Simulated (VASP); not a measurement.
Here is a VASP 6.6.1 calculation.

The input INCAR:

```
PREC = Accurate
ENCUT = 520
EDIFF = 1E-6
ISMEAR = -1
SIGMA = 0.02
LREAL = F
LASPH = T
NELM = 60
ALGO = Normal
ISIF = 2
LWAVE = F
LCHARG = F
GGA = PE
NBANDS = 45
```

KPOINTS

```
Automatic mesh
0
Gamma
  6 6 8
```

POSCAR

```
Si3N4
1.0
    7.5296074153      0.0000000000      0.0000000000
   -3.7648037076      6.5208313022      0.0000000000
    0.0000000000      0.0000000000      2.9180195049
Si N
6 8
Direct
    0.2314122550      0.8259085857      0.7500000000
    0.4055036693      0.2314122550      0.2500000000
    0.8259085857      0.5944963307      0.2500000000
    0.1740914143      0.4055036693      0.7500000000
    0.5944963307      0.7685877450      0.7500000000
    0.7685877450      0.1740914143      0.2500000000
    0.3333333333      0.6666666667      0.7500000000
    0.6666666667      0.3333333333      0.2500000000
    0.9687320067      0.6699322031      0.7500000000
    0.2987998036      0.9687320067      0.2500000000
    0.6699322031      0.7012001964      0.2500000000
    0.3300677969      0.2987998036      0.7500000000
    0.0312679933      0.3300677969      0.2500000000
    0.7012001964      0.0312679933      0.7500000000
```

Potentials or basis: VASP PAW PBE potentials, release 64 (Si, N).

Command:

```console
$ cat potpaw_PBE.64/Si/POTCAR potpaw_PBE.64/N/POTCAR > POTCAR
$ mpirun -np 1 vasp_std > vasp.out
```

(1) Estimate the band gap on the k mesh.

(2) What does it give for the pressure?

(3) Predict the largest force.

Results:

(1) 4.17 eV (least direct gap 4.44 eV).

(2) 9.4 GPa.

(3) 0.059 eV/Å.

Caveat: the cell differs from its parent crystal (epitaxial xy strain -1.0%); the cell stands under pressure.
